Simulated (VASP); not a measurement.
Runs of VASP 6.6.1 on Au. The structure is that of space group Pm-3m (No. 221), or close to it. The cells are those of the table. 

| cell | k mesh | gap on the mesh (eV) | pressure (GPa) |
| --- | --- | --- | --- |
| a = 2.606 Å, 1 atom | 13 × 13 × 13 | none | 22.8 |
| a = 2.790 Å, 1 atom | 13 × 13 × 13 | none | -7.4 |
| a = 2.824 Å, 1 atom | 13 × 13 × 13 | none | (b) |
| a = 2.755 Å, 1 atom | 13 × 13 × 13 | none | (a) |
| a = 2.645 Å, 1 atom | 13 × 13 × 13 | none | 13.3 |
| a = 2.720 Å, 1 atom | 13 × 13 × 13 | none | 0.3 |
| a = 2.720 Å, 1 atom | 19 × 19 × 19 | none | 0.3 |
| a = 2.683 Å, 1 atom | 13 × 13 × 13 | none | 6.0 |

Alike in all rows: task single point; level r2SCAN; potentials or basis VASP PAW PBE potentials, release 64 (Au); no spin polarisation; cutoff (eV) 520; smearing fermi-dirac 0.1 eV.

Q: Fill in the values left out.

A: (a) -4.0; (b) -9.9.

Caveats: the PAW data sets were made with another functional, which shifts forces and pressure a little; spin-orbit coupling is left out, which moves the levels of the heavy elements.

A k mesh can miss the band edges, and the runs leave out spin-orbit coupling on Au.

A gap of «none» marks levels without a gap at the run's occupations.
